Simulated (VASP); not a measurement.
Here is a VASP 6.6.1 calculation.

The input INCAR:

```
SYSTEM = BePd
PREC = Accurate ; ENCUT = 600
EDIFF = 1E-8 ; ISMEAR = -1
SIGMA = 0.05 ; LREAL = .FALSE.
LASPH = .TRUE. ; NELM = 100
ALGO = Normal ; ISIF = 3
LWAVE = .FALSE. ; LCHARG = .FALSE.
IBRION = 6 ; NFREE = 2
POTIM = 0.015 ; NSW = 1
```

The input KPOINTS:

```
Automatic mesh
0
G
  12 12 12
  0 0 0
```

POSCAR

```
BePd
1.0
    2.7729468582      0.0000000000      0.0000000000
    0.0000000000      2.7729468582      0.0000000000
    0.0000000000      0.0000000000      2.7729468582
Be Pd
1 1
Direct
    0.0000000000      0.0000000000      0.0000000000
    0.5000000000      0.5000000000      0.5000000000
```

Potentials or basis: VASP PAW LDA potentials, release 64 (Be, Pd).

Run with:

```bash
$ cat potpaw_LDA.64/Be/POTCAR potpaw_LDA.64/Pd/POTCAR > POTCAR
$ mpirun -np 1 vasp_std > vasp.out
```

Task: What does it give for the elastic constants C11, C12, C44?

Result: 242, 192, 70 GPa.

Task: Estimate the Voigt bulk modulus.

Result: 209 GPa.

Task: Predict the highest phonon frequency at Γ.

Result: 389 cm⁻¹.

Elastic tensor in Voigt notation (GPa, in the Cartesian axes of the cell as first typed):
```
242 192 192   0   0   0
192 242 192   0   0   0
192 192 242   0   0   0
  0   0   0  70   0   0
  0   0   0   0  70   0
  0   0   0   0   0  70
```
